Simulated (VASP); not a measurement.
# Ba (P1) in VASP: single point with PBE

Aim: the single point of Ba with PBE.

Everything below comes from runs of VASP 6.6.1. Logs are shortened: lines on timing, memory, paths and dates and some standing lists are left out, and cuts for length are marked.

### Step 1. The cell of the first run

The typed cell holds 4 atoms: a = 5.771 Å, b = 5.787 Å, c = 6.453 Å, α = 90.12°, β = 89.94°, γ = 104.76°.

### Step 2. Single point, PBE (atoms moved at random and the cell strained at random)

INCAR reads:

```
SYSTEM = Ba
ALGO = Normal ; EDIFF = 1E-7
ENCUT = 520 ; GGA = PE
ISIF = 2 ; ISMEAR = 0
LASPH = .True. ; LCHARG = .False.
LREAL = .False. ; LWAVE = .False.
NBANDS = 28 ; NELM = 100
PREC = Accurate ; SIGMA = 0.1
```

KPOINTS reads:

```
k-points
0
Gamma
  8 8 6
  0 0 0
```

POSCAR reads:

```
Ba
1.0
    3.5209123894     -4.5725489547      0.0030880422
    3.5341861642      4.5827355369     -0.0060086706
   -0.0026971870     -0.0064469349      6.4525266292
Ba
4
Direct
    0.8556772319      0.1433148344      0.2516234692
    0.1413847507      0.8553415703      0.7537014489
    0.4857287125      0.5114524421      0.2435578068
    0.5172093050      0.4898911532      0.7511172751
```

Potentials or basis: VASP PAW PBE potentials, release 64 (Ba_sv).

Launch:

```
$ cat potpaw_PBE.64/Ba_sv/POTCAR > POTCAR
$ mpirun -np 1 vasp_std > vasp.out
```

OUTCAR:

```text
SYSTEM = Ba
   EDIFF = 1E-7
   ENCUT = 520
   GGA = PE
   ISIF = 2
   ISMEAR = 0
   LASPH = .True.
   LREAL = .False.
   NELM = 100
   PREC = Accurate

 ion  position               nearest neighbor table
   1  0.856  0.143  0.252-   3 3.38   3 3.72   3 3.74   2 4.15   2 4.17   4 4.49   4 4.51
   2  0.141  0.855  0.754-   4 3.39   4 3.68   4 3.76   1 4.15   1 4.17   3 4.47   3 4.55
   3  0.486  0.511  0.244-   4 3.19   4 3.28   1 3.38   1 3.72   1 3.74   2 4.47   2 4.55
   4  0.517  0.490  0.751-   3 3.19   3 3.28   2 3.39   2 3.68   2 3.76   1 4.49   1 4.51

  LATTYP: Found a triclinic cell.
 ALAT       =     5.7872249782
 B/A-ratio  =     1.2190828141
 C/A-ratio  =     1.1149610457
 COS(alpha) =     0.0008334201
 COS(beta)  =     0.0020847184
 COS(gamma) =     0.6118306277

  Lattice vectors:

 A1 = (   3.5341861642,   4.5827355369,  -0.0060086706)
 A2 = (   7.0550985536,   0.0101865822,  -0.0029206284)
 A3 = (   0.0026971870,   0.0064469349,  -6.4525266292)

Analysis of symmetry for initial positions (statically):
=====================================================================
 Subroutine PRICEL returns:
 Original cell was already a primitive cell.

 Routine SETGRP: Setting up the symmetry group for a
 triclinic supercell.

 Subroutine GETGRP returns: Found  1 space group operations
 (whereof  1 operations were pure point group operations)
 out of a pool of  2 trial point group operations.

The static configuration has the point symmetry C_1 .

Analysis of symmetry for dynamics (positions and initial velocities):
=====================================================================
 Subroutine PRICEL returns:
 Original cell was already a primitive cell.

 Routine SETGRP: Setting up the symmetry group for a
 triclinic supercell.

 Subroutine GETGRP returns: Found  1 space group operations
 (whereof  1 operations were pure point group operations)
 out of a pool of  2 trial point group operations.

The dynamic configuration has the point symmetry C_1 .

 Subroutine INISYM returns: Found  1 space group operations
 (whereof  1 operations are pure point group operations),
 and found     1 'primitive' translations

----------------------------------------------------------------------------------------

                                     Primitive cell

  volume of cell :     208.3883

  direct lattice vectors                    reciprocal lattice vectors
     3.520912389 -4.572548955  0.003088042     0.141899449 -0.109432317 -0.000050023
     3.534186164  4.582735537 -0.006008671     0.141584122  0.109021426  0.000168110
    -0.002697187 -0.006446935  6.452526629     0.000063935  0.000153894  0.154978231

  length of vectors
     5.771051683  5.787224978  6.452530414     0.179195112  0.178694609  0.154978321

  position of ions in fractional coordinates (direct lattice)
     0.855677232  0.143314834  0.251623469
     0.141384751  0.855341570  0.753701449
     0.485728712  0.511452442  0.243557807
     0.517209305  0.489891153  0.751117275

  ion indices of the primitive-cell ions
   primitive index   ion index
                 1           1
                 2           2
                 3           3
                 4           4

----------------------------------------------------------------------------------------

 KPOINTS: k-points

Automatic generation of k-mesh.
 Grid dimensions read from file:
 generate k-points for:    8    8    6

 Generating k-lattice:

  Cartesian coordinates                     Fractional coordinates (reciprocal lattice)
     0.017737431 -0.013679040 -0.000006253     0.125000000 -0.000000000  0.000000000
     0.017698015  0.013627678  0.000021014    -0.000000000  0.125000000  0.000000000
     0.000010656  0.000025649  0.025829705    -0.000000000  0.000000000  0.166666667

  Length of vectors
     0.022399389  0.022336826  0.025829720

  Shift w.r.t. Gamma in fractional coordinates (k-lattice)
     0.000000000  0.000000000  0.000000000

 Subroutine IBZKPT returns following result:
 ===========================================

 Found    196 irreducible k-points:

 Following reciprocal coordinates:
            Coordinates               Weight
  0.000000  0.000000  0.000000      1.000000
  0.125000 -0.000000 -0.000000      2.000000
  0.250000 -0.000000 -0.000000      2.000000
  0.375000 -0.000000 -0.000000      2.000000
  0.500000 -0.000000 -0.000000      1.000000
  0.000000  0.125000  0.000000      2.000000
[... 16 lines left out ...]
  0.125000  0.375000  0.000000      2.000000
  0.250000  0.375000  0.000000      2.000000
 [... further k-points ...]
   k-points           NKPTS =    196   k-points in BZ     NKDIM =    196   number of bands    NBANDS=     28
   number of dos      NEDOS =    301   number of ions     NIONS =      4
   total plane-waves  NPLWV = 110592
   dimension x,y,z NGX =    48 NGY =   48 NGZ =   48
   dimension x,y,z NGXF=    96 NGYF=   96 NGZF=   96
   ions per type =               4
   NGX,Y,Z   is equivalent  to a cutoff of  13.83, 13.79, 12.37 a.u.
   NGXF,Y,Z  is equivalent  to a cutoff of  27.65, 27.58, 24.73 a.u.
 SYSTEM =  Ba
   PREC   = accura    normal or accurate (medium, high low for compatibility)
   ISTART =      0    job   : 0-new  1-cont  2-samecut
   ICHARG =      2    charge: 1-file 2-atom 10-const
   ISPIN  =      1    spin polarized calculation?
   LNONCOLLINEAR =      F non collinear calculations
   LSORBIT =      F    spin-orbit coupling
   LASPH  =      T    aspherical Exc in radial PAW
   ENCUT  =  520.0 eV  38.22 Ry    6.18 a.u.  10.73 10.76 12.00*2*pi/ulx,y,z
   NELM   =    100;   NELMIN=  2; NELMDL= -5     # of ELM steps
   EDIFF  = 0.1E-06   stopping-criterion for ELM
   LREAL  =      F    real-space projection
   EDIFFG = 0.1E-05   stopping-criterion for IOM
   NSW    =      0    number of steps for IOM
   IBRION =     -1    ionic relax: 0-MD 1-quasi-New 2-CG
   NFREE  =      0    steps in history (QN), initial steepest desc. (CG)
   ISIF   =      2    stress and relaxation
   ISYM   =      2    0-nonsym 1-usesym 2-fastsym
   POTIM  = 0.5000    time-step for ionic-motion
   TEBEG  =    0.0;   TEEND  =   0.0 temperature during run
   PSTRESS=    0.0 pullay stress
   NELECT =      40.0000    total number of electrons
   NUPDOWN=      -1.0000    fix difference up-down
   EMIN   =  10.00;   EMAX   =-10.00  energy-range for DOS
   EFERMI =   0.00;   METHOD = LEGACY
   ISMEAR =     0;   SIGMA  =   0.10  broadening in eV -4-tet -1-fermi 0-gaus
   EFERMI_NEDOS =   21; number of points for ismear=-14 and -15
   IALGO  =     38    algorithm
   IMIX   =      4    mixing-type and parameters
     AMIX     =   0.40;   BMIX     =  1.00
     AMIX_MAG =   1.60;   BMIX_MAG =  1.00
  volume/ion in A,a.u.               =      52.10       351.57
  Fermi-wavevector in a.u.,A,eV,Ry     =   0.944359  1.784579 12.133861  0.891814
  Thomas-Fermi vector in A             =   2.072156
   LORBIT       =      0    0 simple, 1 ext, 2 COOP (PROOUT), +10 PAW based schemes
   GGA     = PE    functional components
   LHFCALC =     F    Hartree Fock is set to
   AEXX    =    0.0000 exact exchange contribution
   IVDW    =     0    specifies the selected vdW correction
   LEPSILON=     F    determine dielectric tensor
   LRPA    =     F    only Hartree local field effects (RPA)
 non-spin polarized calculation
 Gauss-broadening in eV      SIGMA  =   0.10
  energy-cutoff  :      520.00
  volume of cell :      208.39
 maximum number of plane-waves:      5634
 NGX is ok and might be reduce to    48
   NGX = 21   NGY = 21   NGZ = 23

 number of electron      40.0000000 magnetization

 Free energy of the ion-electron system (eV)
  ---------------------------------------------------
  ext. energy  EPLUGINS =         0.00000000
  ---------------------------------------------------
  free energy    TOTEN  =        -5.44843144 eV

  energy without entropy =       -5.41673094  energy(sigma->0) =       -5.43258119

 E-fermi :   2.0542     XC(G=0):  -7.9681

 val. band max:        2.0535450504   @ k =  -0.1250  -0.1250   0.1667
 cond. band min:       2.0543933453   @ k =  -0.2500   0.3750   0.5000
 fundamental gap:      0.0008482949
 Fermi energy:         2.0542207923

 k-point     1 :       0.0000    0.0000    0.0000
  band No.  band energies     occupation
      1     -26.8290      2.00000
      2     -26.6571      2.00000
      3     -26.5445      2.00000
      4     -26.2210      2.00000
      5     -13.3165      2.00000
      6     -12.5164      2.00000
[... 20 lines left out ...]
     27       3.8414      0.00000
     28       4.3636      0.00000

 k-point     2 :       0.1250   -0.0000   -0.0000
  band No.  band energies     occupation
      1     -26.8217      2.00000
      2     -26.6553      2.00000
      3     -26.5504      2.00000
      4     -26.2251      2.00000
      5     -13.3136      2.00000
      6     -12.5333      2.00000
[... 20 lines left out ...]
     27       3.9748      0.00000
     28       4.1064      0.00000

 k-point     3 :       0.2500   -0.0000   -0.0000
  band No.  band energies     occupation
      1     -26.8019      2.00000
      2     -26.6531      2.00000
      3     -26.5643      2.00000
      4     -26.2352      2.00000
      5     -13.3067      2.00000
      6     -12.5727      2.00000
[... 20 lines left out ...]
     27       3.9588      0.00000
     28       4.5271      0.00000

 k-point     4 :       0.3750   -0.0000   -0.0000
  band No.  band energies     occupation
      1     -26.7769      2.00000
      2     -26.6577      2.00000
      3     -26.5762      2.00000
      4     -26.2458      2.00000
      5     -13.2997      2.00000
      6     -12.6078      2.00000
[... 20 lines left out ...]
     27       4.0857      0.00000
     28       4.4521      0.00000

 k-point     5 :       0.5000   -0.0000   -0.0000
  band No.  band energies     occupation
      1     -26.7636      2.00000
      2     -26.6639      2.00000
      3     -26.5797      2.00000
      4     -26.2503      2.00000
      5     -13.2967      2.00000
      6     -12.6212      2.00000
[... 20 lines left out ...]
     27       3.7802      0.00000
     28       4.1722      0.00000

 k-point     6 :       0.0000    0.1250    0.0000
  band No.  band energies     occupation
      1     -26.8222      2.00000
      2     -26.6560      2.00000
      3     -26.5495      2.00000
      4     -26.2247      2.00000
      5     -13.3137      2.00000
      6     -12.5370      2.00000
[... 463 lines left out ...]
      5     -13.3062      2.00000
      6     -12.5833      2.00000
[... 20 lines left out ...]
     27       4.0294      0.00000
     28       4.2188      0.00000

 k-point    22 :      -0.0000    0.3750    0.0000
  band No.  band energies     occupation
      1     -26.7814      2.00000
      2     -26.6609      2.00000
      3     -26.5704      2.00000
      4     -26.2434      2.00000
      5     -13.3003      2.00000
      6     -12.6146      2.00000
[... 20 lines left out ...]
     27       4.0817      0.00000
     28       4.4395      0.00000

 k-point    23 :       0.1250    0.3750    0.0000
  band No.  band energies     occupation
      1     -26.7730      2.00000
      2     -26.6540      2.00000
      3     -26.5827      2.00000
      4     -26.2473      2.00000
      5     -13.2979      2.00000
      6     -12.6053      2.00000
[... 20 lines left out ...]
     27       4.0464      0.00000
     28       4.4732      0.00000

 k-point    24 :       0.2500    0.3750    0.0000
  band No.  band energies     occupation
      1     -26.7567      2.00000
      2     -26.6433      2.00000
      3     -26.6043      2.00000
      4     -26.2535      2.00000
      5     -13.2937      2.00000
      6     -12.5858      2.00000
[... 20 lines left out ...]
     27       4.0987      0.00000
     28       4.5802      0.00000

 [... further k-points ...]
[... 5 lines left out ...]
  --------------------------------------------------------------------------------------
  -------------------------------------------------------------------------------------
  Total        1.1591504      2.2426250      3.4740703     -0.1027381      0.0726281     -0.0123021
  in kB        8.9120387     17.2422489     26.7101210     -0.7898940      0.5583959     -0.0945836
  external PRESSURE =      17.6214695 kB  Pullay stress =       0.0000000 kB

 VOLUME and BASIS-vectors are now :
 -----------------------------------------------------------------------------
  energy-cutoff  :      520.00
  volume of cell :      208.39
      direct lattice vectors                 reciprocal lattice vectors
     3.520912389 -4.572548955  0.003088042     0.141899449 -0.109432317 -0.000050023
     3.534186164  4.582735537 -0.006008671     0.141584122  0.109021426  0.000168110
    -0.002697187 -0.006446935  6.452526629     0.000063935  0.000153894  0.154978231

 POSITION                                       TOTAL-FORCE (eV/Angst)
 -----------------------------------------------------------------------------------
      3.51859     -3.25747      1.62539        -0.009413     -0.317230      0.030647
      3.51871      3.26846      4.85858         0.055912      0.284367     -0.017078
      3.51712      0.12126      1.56999        -0.009141      0.840317      0.285950
      3.55039     -0.12477      4.84526        -0.037358     -0.807454     -0.299519
 -----------------------------------------------------------------------------------
    total drift:                               -0.000044      0.000029      0.000179

  FREE ENERGIE OF THE ION-ELECTRON SYSTEM (eV)
  ---------------------------------------------------
  free  energy   TOTEN  =        -5.4484314395 eV

  energy  without entropy=       -5.4167309370  energy(sigma->0) =       -5.43258119
```

Wall time 16 min (1 thread of Intel Xeon Platinum 8259CL at 2.50GHz (Skylake/Cascade Lake), shared host); peak memory 0.92 GiB.

Results:

* Free energy: -5.4484 eV
* Pressure: 1.8 GPa
* Largest force: 0.888 eV/Å
* Band gap on the k mesh: zero (band 20 reaches 2.35 eV, above the bottom of band 21 at 1.80 eV)

Forces in eV/Å, atoms in the order of the input:
```
Ba  -0.009 -0.317  0.031
Ba   0.056  0.284 -0.017
Ba  -0.009  0.840  0.286
Ba  -0.037 -0.807 -0.300
```

Stress tensor (GPa, compression positive):
```
 0.89 -0.08 -0.01
-0.08  1.72  0.06
-0.01  0.06  2.67
```

Caveat: the cell differs from its parent crystal (atoms moved at random and the cell strained at random); spin-orbit coupling is left out, which moves the levels of the heavy elements.
